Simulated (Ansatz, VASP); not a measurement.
**One calculation of MgS, two programs**

INCAR

```
SYSTEM = MgS
  PREC = Accurate
  ENCUT = 600
  EDIFF = 1E-6
  ISMEAR = 0
  SIGMA = 0.01
  LREAL = .FALSE.
  LASPH = .TRUE.
  NELM = 120
  ALGO = Normal
  ISIF = 2
  LWAVE = .FALSE.
  LCHARG = .FALSE.
  GGA = PS
  NBANDS = 11
  GGA_COMPAT = .FALSE.
```

Contents of KPOINTS:

```
Automatic mesh
0
G
  6 6 6
  0 0 0
```

Contents of POSCAR:

```
MgS
1.0
    0.0480937396      2.8581686983      2.8581686983
    2.8581686983      0.0480937396      2.8581686983
    2.8581686983      2.8581686983      0.0480937396
Mg S
1 1
Direct
    0.0015390512      0.0015390512      0.0015390512
    0.2484609488      0.2484609488      0.2484609488
```

Input for Ansatz:

```yaml
crystal:
  lattice:
    - [0.0480937396, 2.8581686983, 2.8581686983]
    - [2.8581686983, 0.0480937396, 2.8581686983]
    - [2.8581686983, 2.8581686983, 0.0480937396]
  atoms:
    - { symbol: Mg, position: [0.0015390512, 0.0015390512, 0.0015390512] }
    - { symbol: S, position: [0.2484609488, 0.2484609488, 0.2484609488] }
basis:
  ecutwfc: 600.0
kpoints:
  mp_grid: { grid: [6, 6, 6] }
  band_path:
    path:
      - [0.0, 0.0, 0.0]
      - [0.0, 0.0, 0.0]
      - [0.0, 0.0, 0.0]
      - [0.0, 0.0, 0.0]
      - [0.0, 0.0, 0.0]
      - [0.0, 0.0, 0.0]
      - [0.0, 0.0, 0.0]
      - [0.0, 0.0, 0.0]
      - [0.0, 0.0, 0.0]
      - [0.0, 0.0, 0.0]
      - [0.0, 0.0, 0.0]
      - [0.0, 0.0, 0.0]
      - [0.0, 0.0, 0.0]
      - [0.0, 0.0, 0.0]
      - [0.0, 0.0, 0.0]
      - [0.0, 0.0, 0.0]
      - [0.0, 0.0, 0.0]
      - [0.0, 0.0, 0.0]
      - [0.0, 0.0, 0.0]
      - [0.0, 0.0, 0.0]
      - [0.0, 0.0, 0.0]
      - [0.0, 0.0, 0.0]
      - [0.0, 0.0, 0.0]
      - [0.0, 0.0, 0.0]
      - [0.0, 0.0, 0.0]
      - [0.0, 0.0, 0.0]
      - [0.3, 0.3, 0.0]
      - [0.3166666667, 0.3166666667, 0.0]
      - [0.3333333333, 0.3333333333, 0.0]
      - [0.35, 0.35, 0.0]
      - [0.3666666667, 0.3666666667, 0.0]
      - [0.3833333333, 0.3833333333, 0.0]
      - [0.4, 0.4, 0.0]
      - [0.4166666667, 0.4166666667, 0.0]
      - [0.4333333333, 0.4333333333, 0.0]
      - [0.45, 0.45, 0.0]
      - [0.4666666667, 0.4666666667, 0.0]
      - [0.4833333333, 0.4833333333, 0.0]
      - [0.5, 0.5, 0.0]
      - [0.0, 0.3, 0.3]
      - [0.0, 0.3166666667, 0.3166666667]
      - [0.0, 0.3333333333, 0.3333333333]
      - [0.0, 0.35, 0.35]
      - [0.0, 0.3666666667, 0.3666666667]
      - [0.0, 0.3833333333, 0.3833333333]
      - [0.0, 0.4, 0.4]
      - [0.0, 0.4166666667, 0.4166666667]
      - [0.0, 0.4333333333, 0.4333333333]
      - [0.0, 0.45, 0.45]
      - [0.0, 0.4666666667, 0.4666666667]
      - [0.0, 0.4833333333, 0.4833333333]
      - [0.0, 0.5, 0.5]
      - [0.5, 0.5, 0.5]
      - [0.5, 0.5, 0.5]
      - [0.5, 0.5, 0.5]
      - [0.5, 0.5, 0.5]
      - [0.5, 0.5, 0.5]
      - [0.5, 0.5, 0.5]
      - [0.5, 0.5, 0.5]
      - [0.5, 0.5, 0.5]
      - [0.5, 0.5, 0.5]
      - [0.5, 0.5, 0.5]
      - [0.5, 0.5, 0.5]
      - [0.5, 0.5, 0.5]
      - [0.5, 0.5, 0.5]
      - [0.0, 0.0, 0.5]
      - [0.0, 0.0, 0.5]
      - [0.0, 0.0, 0.5]
      - [0.0, 0.0, 0.5]
      - [0.0, 0.0, 0.5]
      - [0.0, 0.0, 0.5]
      - [0.0, 0.0, 0.5]
      - [0.0, 0.0, 0.5]
      - [0.0, 0.0, 0.5]
      - [0.0, 0.0, 0.5]
      - [0.0, 0.0, 0.5]
      - [0.0, 0.0, 0.5]
      - [0.0, 0.0, 0.5]
    npoints: 1
hamiltonian:
  xc: pbesol
  pseudopotentials: { kind: paw, azcp: { folder: soft_1 } }
scf:
  occupations: { method: fixed }
  n_extra_bands: 5
output:
  eigenvalues: true
```

Alike in both runs: task single point; functional PBEsol; k mesh 6 × 6 × 6; no spin polarisation.

```csv
,VASP,Ansatz
version,VASP 6.6.1,Ansatz 0.2.0
potentials or method,"VASP PAW PBE potentials, release 64 (Mg, S), cutoff 600 eV","scalar-relativistic, plane waves, PAW"
occupations,"gaussian, width 0.01 eV",fixed
valence electrons in the cell,8,16
```

|  | VASP | Ansatz | Ansatz less VASP |
| --- | --- | --- | --- |
| gap on the k mesh at the Fermi level (eV) | 3.22 | 3.22 | -0.002 |
| least direct gap on the mesh (eV) | 3.22 | 3.22 | -0.002 |

VASP's potentials were made for PBE, not for PBEsol, and Ansatz warns of the same on its side. VASP's potentials hold 8 valence electrons a cell and Ansatz's 16, so a difference there can come from the potentials and not from the codes.
